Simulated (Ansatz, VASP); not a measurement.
One calculation of EuS, two programs

```
Eu S
1.0
     0.00000    2.99323    2.99323
     2.99323    0.00000    2.99323
     2.99323    2.99323    0.00000
Eu S
1 1
Direct
  0.50000 0.50000 0.50000
  0.00000 0.00000 0.00000
```

Alike in both runs: functional PBE; k mesh 8 × 8 × 8; occupations gaussian, width 0.02 eV; collinear spin; Hubbard terms Eu f U = 6.0 eV.

Ansatz relaxed the structure, and its values are those at the end. VASP's run is a single point on that final structure, the one shown.

|  | VASP | Ansatz |
| --- | --- | --- |
| version | VASP 6.6.1 | Ansatz 0.2.0 |
| potentials or method | VASP PAW PBE potentials, release 64 (Eu, S), cutoff 600 eV | scalar-relativistic, plane waves, PAW |
| valence electrons in the cell | 23 | 23 |

|  | VASP | Ansatz | Ansatz less VASP |
| --- | --- | --- | --- |
| gap on the k mesh at the Fermi level (eV) | 0.50 | 0.78 | +0.280 |
| least direct gap on the mesh (eV) | 0.77 | 1.19 | +0.428 |
| pressure (GPa) | 0.3 | 0.0 | -0.31 |
| net moment per atom (μB) | 3.50 | 3.50 | 0.000 |
| size of the moment on the site where the two differ most (μB) | 6.72 | 6.87 | +0.146 |

Site moments also hang on the region over which each program counts them. The programs project onto different local orbitals, so the same U acts differently, and such runs can settle in different states.

Neither program's run includes spin-orbit coupling.
